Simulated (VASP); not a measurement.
Runs of VASP 6.6.1 on Re. The structure is that of space group Fm-3m (No. 225), or close to it. The cells are those of the table. 

```tsv
task	cell	gap on the mesh (eV)	pressure (GPa)
electric field gradients	a = 2.779, b = 2.779, c = 2.793 Å, angles 59.8, 59.8, 60.3°, 1 atom	none	-15.8
single point	a = 2.765, b = 2.765, c = 2.737 Å, angles 60.3, 60.3, 59.3°, 1 atom	none	(a)
single point	a = 2.736 Å, angles 60.0°, 1 atom	none	3.2
single point	a = 2.812 Å, angles 60.0°, 1 atom	none	-24.8
single point	a = 2.802 Å, angles 60.0°, 1 atom	none	-21.9
single point	a = 2.807, b = 2.807, c = 2.821 Å, angles 59.8, 59.8, 60.3°, 1 atom	none	-24.8
electric field gradients	a = 2.784 Å, angles 60.0°, 1 atom	none	-15.8
single point	a = 2.830 Å, angles 60.0°, 1 atom	none	-29.9
electric field gradients	a = 2.736 Å, angles 60.0°, 1 atom	none	3.2
electric field gradients	a = 2.830 Å, angles 60.0°, 1 atom	none	-29.9
```

Alike in all rows: level PBEsol; potentials or basis VASP PAW PBE potentials, release 64 (Re); no spin polarisation; k mesh 14 × 14 × 14; cutoff (eV) 520; smearing fermi-dirac 0.05 eV.

Estimate the missing entries.

(a) -5.2.

Caveats: the PAW data sets were made with another functional, which shifts forces and pressure a little; spin-orbit coupling is left out, which moves the levels of the heavy elements.

A k mesh can miss the band edges, and the runs leave out spin-orbit coupling on Re.

A gap of «none» marks levels without a gap at the run's occupations.
